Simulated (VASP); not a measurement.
Here is a VASP 6.6.1 calculation.

The input INCAR:

```
SYSTEM = Zr2PbO
PREC = Accurate
ENCUT = 520
EDIFF = 1E-6
ISMEAR = 0
SIGMA = 0.1
LREAL = .False.
LASPH = .True.
NELM = 100
ALGO = Normal
ISIF = 2
LWAVE = .False.
LCHARG = .False.
GGA = PE
NBANDS = 30
```

Contents of KPOINTS:

```
Automatic mesh
0
Gamma
  6 6 4
  0 0 0
```

Contents of POSCAR:

```
Zr2PbO
1.0
    4.5897955400      0.0000000000      0.0000000000
   -2.2948977700      3.9748795400      0.0000000000
    0.0000000000      0.0000000000      4.0011919400
Zr Pb O
2 1 1
Direct
    0.3333333300      0.6666666700      0.4540204600
    0.6666666700      0.3333333300      0.5459795400
    0.0000000000      0.0000000000      0.5000000000
    0.0000000000      0.0000000000      0.0000000000
```

Potentials or basis: VASP PAW PBE potentials, release 64 (Zr_sv, Pb_d, O).

Command:

```bash
$ cat potpaw_PBE.64/Zr_sv/POTCAR potpaw_PBE.64/Pb_d/POTCAR potpaw_PBE.64/O/POTCAR > POTCAR
$ mpirun -np 1 vasp_std > vasp.out
```

Task: Estimate the largest force.

Result: 1.180 eV/Å.

Task: Estimate the band gap on the k mesh.

Result: Zero (band 22 reaches 10.07 eV, above the bottom of band 23 at 9.15 eV).

Task: What does it give for the pressure?

Result: 51.6 GPa.

Stress tensor (GPa, compression positive):
```
58.29  0.00  0.00
 0.00 58.29  0.00
 0.00  0.00 38.22
```

Caveat: the k points lie up to 0.39 Å⁻¹ apart; spin-orbit coupling is left out, which moves the levels of the heavy elements; forces of over 1 eV/Å act on the atoms, so gaps and moduli don't describe the material at rest.
